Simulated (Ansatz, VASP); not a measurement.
## Two plane-wave programs on Si

INCAR

```
SYSTEM = Si
  PREC = Accurate
  ENCUT = 500
  EDIFF = 1E-6
  ISMEAR = 0
  SIGMA = 0.1
  LREAL = .False.
  LASPH = .True.
  NELM = 120
  ALGO = Normal
  ISIF = 2
  LWAVE = .False.
  LCHARG = .False.
  GGA = PS
  NBANDS = 11
  GGA_COMPAT = .False.
```

KPOINTS

```
regular mesh
0
Gamma
  6 6 6
  0 0 0
```

Contents of POSCAR:

```
Si
1.0
    0.0000000000      2.7221665085      2.7221665085
    2.7221665085      0.0000000000      2.7221665085
    2.7221665085      2.7221665085      0.0000000000
Si
2
Direct
    0.0000000000      0.0000000000      0.0000000000
    0.2500000000      0.2500000000      0.2500000000
```

Input for Ansatz:

```yaml
crystal:
  lattice:
    - [0.0, 2.7221665085, 2.7221665085]
    - [2.7221665085, 0.0, 2.7221665085]
    - [2.7221665085, 2.7221665085, 0.0]
  atoms:
    - { symbol: Si, position: [0.0, 0.0, 0.0] }
    - { symbol: Si, position: [0.25, 0.25, 0.25] }
basis:
  ecutwfc: 420
kpoints:
  mp_grid: { grid: [6, 6, 6] }
hamiltonian:
  xc: pbesol
scf:
  occupations: { method: gaussian, width: 0.1 }
output:
  forces: true
  stress: true
  eigenvalues: true
```

Alike in both runs: task single point; functional PBEsol; k mesh 6 × 6 × 6; occupations gaussian, width 0.1 eV; no spin polarisation.

```csv
,VASP,Ansatz
version,VASP 6.6.1,Ansatz 0.2.0
potentials or method,"VASP PAW PBE potentials, release 64 (Si), cutoff 500 eV","scalar-relativistic, plane waves, PAW"
valence electrons in the cell,8,8
```

```tsv
	VASP	Ansatz	Ansatz less VASP
gap on the k mesh at the Fermi level (eV)	0.60	0.60	+0.005
least direct gap on the mesh (eV)	2.51	2.51	+0.003
pressure (GPa)	-0.4	-0.5	-0.11
```

VASP's potentials were made for PBE, not for PBEsol.
